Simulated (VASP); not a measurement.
Runs of VASP 6.6.1 on Ge. The structure is orthorhombic, space group Cmcm (No. 63). Conventional cell: a = 2.976 Å, b = 5.189 Å, c = 4.728 Å, α = 90.00°, β = 90.00°, γ = 90.00°. Within 3.9 Å of Ge (site symmetry m2m) lie 12 Ge at 2.92 to 2.99 Å. 

| k mesh | gap on the mesh (eV) | pressure (GPa) | largest force (eV/Å) |
| --- | --- | --- | --- |
| 11 × 11 × 6 | none | 0.4 | 0.01 |
| 9 × 9 × 5 | none | -0.2 | - |
| 4 × 4 × 2 | none | (a) | 0.01 |
| 3 × 3 × 2 | none | -4.8 | 0.04 |
| 7 × 7 × 4 | none | (b) | 0.01 |

Alike in all rows: task single point; level PBEsol; potentials or basis VASP PAW PBE potentials, release 64 (Ge_d); no spin polarisation; cell as given; cutoff (eV) 520; smearing gaussian 0.1 eV.

Problem. Fill in the values left out.

Solution. (a) -3.8; (b) 1.8.

Caveats: some runs use coarse meshes; the PAW data sets were made with another functional, which shifts forces and pressure a little.

A k mesh can miss the band edges, and the runs leave out spin-orbit coupling on Ge.

A gap of «none» marks levels without a gap at the run's occupations.
